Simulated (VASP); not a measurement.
Set up this calculation in VASP 6.6.1, as the native input.

```
Task                   : single point
Functional             : LDA
Potentials or basis    : VASP PAW LDA potentials, release 64 (Be)
Cutoff                 : 520 eV
k mesh                 : 13 × 13 × 8
Occupations            : fermi-dirac, width 0.05 eV
Spin                   : no spin polarisation
Dipole correction      : no
Further INCAR settings : ALGO = Normal; EDIFF = 1e-06; NBANDS = 9
```

The structure of Be lies in POSCAR:

```
Be
1.0
    2.2699619540      0.0000000000      0.0000000000
   -1.1349809770      1.9658447178      0.0000000000
    0.0000000000      0.0000000000      3.5601442416
Be
2
Direct
    0.6666666667      0.3333333333      0.7500000000
    0.3333333333      0.6666666667      0.2500000000
```

This cell differs from its parent crystal: volume scaled by 0.98.

These files were run (other wordings do the same):

INCAR

```
SYSTEM = Be
  ALGO = Normal
  EDIFF = 1E-6
  ENCUT = 520
  ISIF = 2
  ISMEAR = -1
  LASPH = .True.
  LCHARG = .False.
  LREAL = .False.
  LWAVE = .False.
  NBANDS = 9
  NELM = 60
  PREC = Accurate
  SIGMA = 0.05
```

KPOINTS

```
k-points
0
Gamma
  13 13 8
  0 0 0
```

Potentials or basis: VASP PAW LDA potentials, release 64 (Be).

Run with:

```console
$ cat potpaw_LDA.64/Be/POTCAR > POTCAR
$ mpirun -np 1 vasp_std > vasp.out
```

It gave:

The pressure is -5.6 GPa. The band gap on the k mesh is zero (band 2 reaches 7.80 eV, above the bottom of band 3 at 6.20 eV).

It took 7.4 s on 1 thread of Intel(R) Xeon(R) Platinum 8488C (Sapphire Rapids) (shared host), peak memory 0.12 GiB.
